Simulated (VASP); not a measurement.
# SiC (P6_3mc) in VASP: notebook

SiC is run at these levels: PBEsol; tasks: single point, relaxation of cell and atoms.

All numbers are computed with VASP 6.6.1; they aren't measurements. Logs are shortened: lines on timing, memory, paths and dates and some standing lists are left out, and cuts for length are marked.

## Step 1: The cell of the first run

The structure is hexagonal, space group P6_3mc (No. 186). The conventional cell has a = 3.078 Å, b = 3.078 Å, c = 10.076 Å, α = 90.00°, β = 90.00°, γ = 120.00°. Within 2.5 Å of Si (site symmetry 3m) lie 4 C at 1.89 Å. Within 2.5 Å of Si (site symmetry 3m) lie 4 C at 1.88 to 1.89 Å. Within 2.5 Å of C (site symmetry 3m) lie 4 Si at 1.88 to 1.89 Å. C (site symmetry 3m) has 4 Si at 1.89 Å within 2.5 Å.

## Step 2: Single point, PBEsol

INCAR reads:

```
PREC = Accurate
ENCUT = 520
EDIFF = 1E-7
ISMEAR = 0
SIGMA = 0.02
LREAL = False
LASPH = True
NELM = 60
ALGO = Normal
ISIF = 2
LWAVE = False
LCHARG = True
GGA = PS
LELF = True
LVHAR = True
NBANDS = 26
```

KPOINTS reads:

```
Automatic mesh
0
Gamma
  12 12 4
```

POSCAR reads:

```
SiC
1.0
    3.0780670649      0.0000000000      0.0000000000
   -1.5390335324      2.6656842728      0.0000000000
    0.0000000000      0.0000000000     10.0758090153
Si C
4 4
Direct
    0.6666666667      0.3333333333      0.9378278494
    0.3333333333      0.6666666667      0.4378278494
    0.0000000000      0.0000000000      0.6878973398
    0.0000000000      0.0000000000      0.1878973398
    0.6666666667      0.3333333333      0.7498191768
    0.3333333333      0.6666666667      0.2498191768
    0.0000000000      0.0000000000      0.5004546340
    0.0000000000      0.0000000000      0.0004546340
```

Potentials or basis: VASP PAW PBE potentials, release 64 (Si, C).

Launch:

```sh
$ cat potpaw_PBE.64/Si/POTCAR potpaw_PBE.64/C/POTCAR > POTCAR
$ mpirun -np 1 vasp_std > vasp.out
```

OUTCAR:

```text
PREC = Accurate
   ENCUT = 520
   EDIFF = 1E-7
   ISMEAR = 0
   LREAL = False
   LASPH = True
   NELM = 60
   ISIF = 2
   GGA = PS

 ion  position               nearest neighbor table
   1  0.667  0.333  0.938-   8 1.89   8 1.89   8 1.89   5 1.89   3 3.08   3 3.08   3 3.08   4 3.08
                             4 3.08   4 3.08
   2  0.333  0.667  0.438-   7 1.89   7 1.89   7 1.89   6 1.89   4 3.08   4 3.08   4 3.08   3 3.08
                             3 3.08   3 3.08
   3  0.000  0.000  0.688-   5 1.88   5 1.88   5 1.88   7 1.89   1 3.08   1 3.08   1 3.08   2 3.08
                             2 3.08   2 3.08
   4  0.000  0.000  0.188-   6 1.88   6 1.88   6 1.88   8 1.89   2 3.08   2 3.08   2 3.08   1 3.08
                             1 3.08   1 3.08
   5  0.667  0.333  0.750-   3 1.88   3 1.88   3 1.88   1 1.89
   6  0.333  0.667  0.250-   4 1.88   4 1.88   4 1.88   2 1.89
   7  0.000  0.000  0.500-   2 1.89   2 1.89   2 1.89   3 1.89
   8  0.000  0.000  0.000-   1 1.89   1 1.89   1 1.89   4 1.89

  LATTYP: Found a hexagonal cell.
 ALAT       =     3.0780670649
 C/A-ratio  =     3.2734208849

  Lattice vectors:

 A1 = (   3.0780670649,   0.0000000000,   0.0000000000)
 A2 = (  -1.5390335324,   2.6656842728,   0.0000000000)
 A3 = (   0.0000000000,   0.0000000000,  10.0758090153)

Analysis of symmetry for initial positions (statically):
=====================================================================
 Subroutine PRICEL returns:
 Original cell was already a primitive cell.

 Routine SETGRP: Setting up the symmetry group for a
 hexagonal supercell.

 Subroutine GETGRP returns: Found 12 space group operations
 (whereof  6 operations were pure point group operations)
 out of a pool of 24 trial point group operations.

The static configuration has the point symmetry C_3v.
 The point group associated with its full space group is C_6v.

Analysis of symmetry for dynamics (positions and initial velocities):
=====================================================================
 Subroutine PRICEL returns:
 Original cell was already a primitive cell.

 Routine SETGRP: Setting up the symmetry group for a
 hexagonal supercell.

 Subroutine GETGRP returns: Found 12 space group operations
 (whereof  6 operations were pure point group operations)
 out of a pool of 24 trial point group operations.

[... 116 lines left out ...]
   NSW    =      0    number of steps for IOM
   IBRION =     -1    ionic relax: 0-MD 1-quasi-New 2-CG
   NFREE  =      0    steps in history (QN), initial steepest desc. (CG)
   ISIF   =      2    stress and relaxation
   ISYM   =      2    0-nonsym 1-usesym 2-fastsym
   POTIM  = 0.5000    time-step for ionic-motion
   TEBEG  =    0.0;   TEEND  =   0.0 temperature during run
   PSTRESS=    0.0 pullay stress
   NELECT =      32.0000    total number of electrons
   NUPDOWN=      -1.0000    fix difference up-down
   EMIN   =  10.00;   EMAX   =-10.00  energy-range for DOS
   EFERMI =   0.00;   METHOD = LEGACY
   ISMEAR =     0;   SIGMA  =   0.02  broadening in eV -4-tet -1-fermi 0-gaus
   EFERMI_NEDOS =   21; number of points for ismear=-14 and -15
   IALGO  =     38    algorithm
   IMIX   =      4    mixing-type and parameters
     AMIX     =   0.40;   BMIX     =  1.00
     AMIX_MAG =   1.60;   BMIX_MAG =  1.00
  volume/ion in A,a.u.               =      10.33        69.74
  Fermi-wavevector in a.u.,A,eV,Ry     =   1.193079  2.254593 19.367047  1.423438
  Thomas-Fermi vector in A             =   2.329102
   LORBIT       =      0    0 simple, 1 ext, 2 COOP (PROOUT), +10 PAW based schemes
   GGA     = PS    functional components
   LHFCALC =     F    Hartree Fock is set to
   AEXX    =    0.0000 exact exchange contribution
   IVDW    =     0    specifies the selected vdW correction
   LEPSILON=     F    determine dielectric tensor
   LRPA    =     F    only Hartree local field effects (RPA)
 non-spin polarized calculation
 Gauss-broadening in eV      SIGMA  =   0.02
  energy-cutoff  :      520.00
  volume of cell :       82.67
 maximum number of plane-waves:      2256
 NGX is ok and might be reduce to    24
   NGX = 11   NGY = 11   NGZ = 37

 number of electron      32.0000001 magnetization

 Free energy of the ion-electron system (eV)
  ---------------------------------------------------
  ext. energy  EPLUGINS =         0.00000000
  ---------------------------------------------------
  free energy    TOTEN  =       -63.67160959 eV

  energy without entropy =      -63.67160959  energy(sigma->0) =      -63.67160959

 E-fermi :   8.2468     XC(G=0): -11.5069

 val. band max:        8.1364570621   @ k =   0.0000   0.0000   0.0000
 cond. band min:      10.2455252049   @ k =   0.5000  -0.0000   0.0000
 fundamental gap:      2.1090681428
 Fermi energy:         8.2467868805

 k-point     1 :       0.0000    0.0000    0.0000
  band No.  band energies     occupation
      1      -7.3738      2.00000
      2      -6.1895      2.00000
      3      -6.1535      2.00000
      4      -3.7650      2.00000
      5      -0.5442      2.00000
      6       3.7310      2.00000
[... 685 lines left out ...]
     25      16.6767      0.00000
     26      17.3293      0.00000

 [... further k-points ...]

------------------------ aborting loop because EDIFF is reached ----------------------------------------

  FORCE on cell =-STRESS in cart. coord.  units (eV):
  Direction    XX          YY          ZZ          XY          YZ          ZX
  --------------------------------------------------------------------------------------
  -------------------------------------------------------------------------------------
  Total        0.1751334      0.1751334      0.1961222      0.0000000      0.0000000      0.0000000
  in kB        3.3940088      3.3940088      3.8007612      0.0000000      0.0000000      0.0000000
  external PRESSURE =       3.5295929 kB  Pullay stress =       0.0000000 kB

 VOLUME and BASIS-vectors are now :
 -----------------------------------------------------------------------------
  energy-cutoff  :      520.00
  volume of cell :       82.67
      direct lattice vectors                 reciprocal lattice vectors
     3.078067065  0.000000000  0.000000000     0.324879211  0.187569100  0.000000000
    -1.539033532  2.665684273  0.000000000     0.000000000  0.375138200  0.000000000
     0.000000000  0.000000000 10.075809015     0.000000000  0.000000000  0.099247614

 POSITION                                       TOTAL-FORCE (eV/Angst)
 -----------------------------------------------------------------------------------
      1.53903      0.88856      9.44937         0.000000      0.000000      0.003738
     -0.00000      1.77712      4.41147        -0.000000      0.000000      0.003738
      0.00000      0.00000      6.93112        -0.000000     -0.000000      0.003532
      0.00000      0.00000      1.89322         0.000000      0.000000      0.003532
      1.53903      0.88856      7.55503        -0.000000      0.000000     -0.004513
     -0.00000      1.77712      2.51713         0.000000     -0.000000     -0.004513
      0.00000      0.00000      5.04249        -0.000000      0.000000     -0.002757
      0.00000      0.00000      0.00458         0.000000      0.000000     -0.002757
 -----------------------------------------------------------------------------------
    total drift:                               -0.000000     -0.000000      0.000046

  FREE ENERGIE OF THE ION-ELECTRON SYSTEM (eV)
  ---------------------------------------------------
  free  energy   TOTEN  =       -63.6716095894 eV

  energy  without entropy=      -63.6716095894  energy(sigma->0) =      -63.67160959
```

OSZICAR:

```text
N       E                     dE             d eps       ncg     rms          rms(c)
DAV:   1     0.687846068683E+02    0.68785E+02   -0.14483E+04  2964   0.111E+03
DAV:   2    -0.640247626734E+02   -0.13281E+03   -0.12230E+03  3974   0.190E+02
DAV:   3    -0.707865826234E+02   -0.67618E+01   -0.67121E+01  4002   0.400E+01
DAV:   4    -0.708699908327E+02   -0.83408E-01   -0.83290E-01  3768   0.522E+00
DAV:   5    -0.708714054587E+02   -0.14146E-02   -0.14138E-02  3952   0.645E-01    0.175E+01
DAV:   6    -0.639571014956E+02    0.69143E+01   -0.17960E+01  3806   0.184E+01    0.805E+00
DAV:   7    -0.637304405380E+02    0.22666E+00   -0.20583E+00  4076   0.637E+00    0.330E+00
DAV:   8    -0.636783547029E+02    0.52086E-01   -0.12553E-01  3616   0.164E+00    0.951E-01
DAV:   9    -0.636713642288E+02    0.69905E-02   -0.16333E-02  3754   0.654E-01    0.152E-01
DAV:  10    -0.636715927772E+02   -0.22855E-03   -0.10025E-03  3804   0.162E-01    0.731E-02
DAV:  11    -0.636716094781E+02   -0.16701E-04   -0.71317E-05  3806   0.534E-02    0.126E-02
DAV:  12    -0.636716092785E+02    0.19968E-06   -0.49767E-06  3622   0.113E-02    0.583E-03
DAV:  13    -0.636716096061E+02   -0.32763E-06   -0.76627E-07  3876   0.390E-03    0.242E-03
DAV:  14    -0.636716095894E+02    0.16733E-07   -0.32379E-08  2168   0.110E-03
   1 F= -.63671610E+02 E0= -.63671610E+02  d E =-.238070E-17
```

stdout:

```text
POSCAR found type information on POSCAR SiC
 POSCAR found :  2 types and       8 ions
 scaLAPACK will be used
 -----------------------------------------------------------------------------
|                                                                             |
|                                                                             |
|     You enforced a specific xc type in the INCAR file but a different       |
|     I HOPE YOU KNOW WHAT YOU ARE DOING!                                     |
|                                                                             |
 -----------------------------------------------------------------------------

 LDA part: xc-table for (Slater+PW92), standard interpolation
 POSCAR, INCAR and KPOINTS ok, starting setup
 FFT: planning ... GRIDC
 FFT: planning ... GRID_SOFT
 FFT: planning ... GRID
 WAVECAR not read
 entering main loop
```

Run time: 41 s. Hardware: 1 thread of Intel Xeon 6975P-C (Granite Rapids), shared host; peak memory 0.24 GiB.

Results:

- Free energy: -63.6716 eV
- Pressure: 0.4 GPa
- Largest force: 0.005 eV/Å
- Band gap on the k mesh: 2.11 eV, indirect (least direct gap 3.23 eV)

Forces on the atoms (eV/Å):
```
Si   0.000  0.000  0.004
Si   0.000  0.000  0.004
Si   0.000  0.000  0.004
Si   0.000  0.000  0.004
C    0.000  0.000 -0.005
C    0.000  0.000 -0.005
C    0.000  0.000 -0.003
C    0.000  0.000 -0.003
```

Caveat: the PAW data sets were made with another functional, which shifts forces and pressure a little. A hybrid or GW would open this gap; PBEsol tends to underestimate it.

## Step 3: Single point, PBEsol

INCAR reads:

```
SYSTEM = SiC
  PREC = Accurate
  ENCUT = 520
  EDIFF = 1E-6
  ISMEAR = 0
  SIGMA = 0.05
  LREAL = .FALSE.
  LASPH = .TRUE.
  NELM = 80
  ALGO = Normal
  ISIF = 2
  LWAVE = .FALSE.
  LCHARG = .FALSE.
  GGA = PS
  NBANDS = 26
```

KPOINTS reads:

```
regular mesh
0
G
  12 12 4
  0 0 0
```

POSCAR is that of step 2.

Potentials or basis: VASP PAW PBE potentials, release 64 (Si, C).

Launch:

```sh
$ cat potpaw_PBE.64/Si/POTCAR potpaw_PBE.64/C/POTCAR > POTCAR
$ mpirun -np 1 vasp_std > vasp.out
```

Wall time 35 s (1 thread of Intel Xeon 6975P-C (Granite Rapids), shared host); peak memory 0.25 GiB.

The run converged. Its results:

| Property | Result |
| --- | --- |
| Free energy | -63.6716 eV |
| Pressure | 0.4 GPa |
| Largest force | 0.004 eV/Å |
| Band gap on the k mesh | 2.11 eV, indirect (least direct gap 3.23 eV) |

Forces in eV/Å, atoms in the order of the input:
```
Si   0.000  0.000  0.004
Si   0.000  0.000  0.004
Si   0.000  0.000  0.004
Si   0.000  0.000  0.004
C    0.000  0.000 -0.004
C    0.000  0.000 -0.004
C    0.000  0.000 -0.003
C    0.000  0.000 -0.003
```

Levels at points of the mesh, in eV from the valence-band top:
| k point | band 12 | band 13 | band 14 | band 15 | band 16 | band 17 | band 18 | band 19 | band 20 | band 21 |
| --- | --- | --- | --- | --- | --- | --- | --- | --- | --- | --- |
| (0.00, 0.00, 0.00) | -0.59 | -0.59 | -0.05 | 0.00 | 0.00 | 5.03 | 5.61 | 6.25 | 6.25 | 6.91 |
| (0.50, 0.00, 0.00) | -2.41 | -2.38 | -2.23 | -1.59 | -1.13 | 2.11 | 2.24 | 4.11 | 4.66 | 5.20 |
| (0.00, 0.00, 0.50) | -1.05 | -0.21 | -0.21 | -0.21 | -0.21 | 5.24 | 5.24 | 6.70 | 6.70 | 6.99 |
| (0.50, 0.00, 0.50) | -3.04 | -2.53 | -2.53 | -1.56 | -1.56 | 2.53 | 2.53 | 4.10 | 4.10 | 6.03 |

Caveat: the PAW data sets were made with another functional, which shifts forces and pressure a little. A k mesh can miss the band edges.

## Step 4: Relaxation of cell and atoms, PBEsol

This run uses another cell than the first one, of 10.31 Å³/atom, 0.998 times its volume.

INCAR reads:

```
PREC = Accurate
ENCUT = 600
EDIFF = 1E-6
ISMEAR = 0
SIGMA = 0.02
LREAL = False
LASPH = True
NELM = 60
ALGO = Normal
ISIF = 3
LWAVE = False
LCHARG = False
GGA = PS
IBRION = 2
NSW = 100
EDIFFG = -0.005
```

KPOINTS reads:

```
regular mesh
0
Gamma
  12 12 4
```

POSCAR reads:

```
SiC
1.0
    3.0756941497      0.0000000000      0.0000000000
   -1.5378470748      2.6636292679      0.0000000000
    0.0000000000      0.0000000000     10.0706464800
Si C
4 4
Direct
    0.6666666700      0.3333333300      0.9378419800
    0.3333333300      0.6666666700      0.4378419800
    0.0000000000      0.0000000000      0.6878943800
    0.0000000000      0.0000000000      0.1878943800
    0.6666666700      0.3333333300      0.7498025900
    0.3333333300      0.6666666700      0.2498025900
    0.0000000000      0.0000000000      0.5004600500
    0.0000000000      0.0000000000      0.0004600500
```

Launch:

```sh
$ cat potpaw_PBE.64/Si/POTCAR potpaw_PBE.64/C/POTCAR > POTCAR
$ mpirun -np 1 vasp_std > vasp.out
```

Run time: 3.3 min. Hardware: 1 thread of Intel Xeon Platinum 8259CL at 2.50GHz (Skylake/Cascade Lake), shared host; peak memory 0.29 GiB.

The run converged. Its results:

```
Free energy                            : -63.6760 eV
Relaxed volume                         : 10.34 Å³/atom
Relaxed cell                           : a = 3.079 Å, b = 3.079 Å, c = 10.080 Å, α = 90.00°, β = 90.00°, γ = 120.00°
Space group after relaxing (to 0.05 Å) : P6_3mc (No. 186)
Energy gained by relaxing              : 0.1 meV/atom
Ionic steps                            : 3
Pressure after relaxing                : 0.0 GPa
Band gap on the k mesh                 : 2.11 eV, indirect (least direct gap 3.23 eV)
```

Forces in eV/Å, atoms in the order of the input:
```
Si   0.000  0.000  0.002
Si   0.000  0.000  0.002
Si   0.000  0.000  0.002
Si   0.000  0.000  0.002
C    0.000  0.000 -0.001
C    0.000  0.000 -0.001
C    0.000  0.000 -0.002
C    0.000  0.000 -0.002
```

Step by step:
```
step  energy change (eV)  largest force (eV/Å)  pressure (GPa)  volume (Å³)
   1              0.0000                0.0047            0.68        82.50
   2              0.0001                0.0094           -0.73        83.03
   3             -0.0005                0.0025            0.00        82.75
```

Final structure:
```
Si C
1.0
     3.07898    0.00000    0.00000
    -1.53949    2.66648    0.00000
     0.00000    0.00000   10.07959
Si C
4 4
Direct
  0.66667 0.33333 0.93783
  0.33333 0.66667 0.43783
  0.00000 0.00000 0.68790
  0.00000 0.00000 0.18790
  0.66667 0.33333 0.74981
  0.33333 0.66667 0.24981
  0.00000 0.00000 0.50046
  0.00000 0.00000 0.00046
```

Levels at points of the mesh, in eV from the valence-band top:
```csv
k point,band 13,band 14,band 15,band 16,band 17,band 18,band 19,band 20
"(0.00, 0.00, 0.00)",-0.59,-0.05,0.00,0.00,5.03,5.60,6.24,6.24
"(0.50, 0.00, 0.00)",-2.38,-2.23,-1.59,-1.13,2.11,2.24,4.11,4.65
"(0.00, 0.00, 0.50)",-0.21,-0.21,-0.21,-0.21,5.23,5.23,6.69,6.69
"(0.50, 0.00, 0.50)",-2.53,-2.53,-1.56,-1.56,2.53,2.53,4.10,4.10
```

Caveat: the PAW data sets were made with another functional, which shifts forces and pressure a little. A k mesh can miss the band edges.

## Step 5: The runs side by side

```tsv
task	cell	cutoff (eV)	smearing	gap on the mesh (eV)	pressure (GPa)
single point	a = 3.078, b = 3.078, c = 10.076 Å, angles 90.0, 90.0, 120.0°, 8 atoms	520	gaussian 0.02 eV	2.11	0.4
single point	a = 3.078, b = 3.078, c = 10.076 Å, angles 90.0, 90.0, 120.0°, 8 atoms	520	gaussian 0.05 eV	2.11	0.4
relaxation of cell and atoms	relaxed from a = 3.076, b = 3.076, c = 10.071 Å, angles 90.0, 90.0, 120.0°, 8 atoms	600	gaussian 0.02 eV	2.11	0.0
```

Alike in all rows: level PBEsol; potentials or basis VASP PAW PBE potentials, release 64 (Si, C); no spin polarisation; k mesh 12 × 12 × 4.

Caveats: the PAW data sets were made with another functional, which shifts forces and pressure a little.

Absolute energies hang on the potentials; compare differences alone.
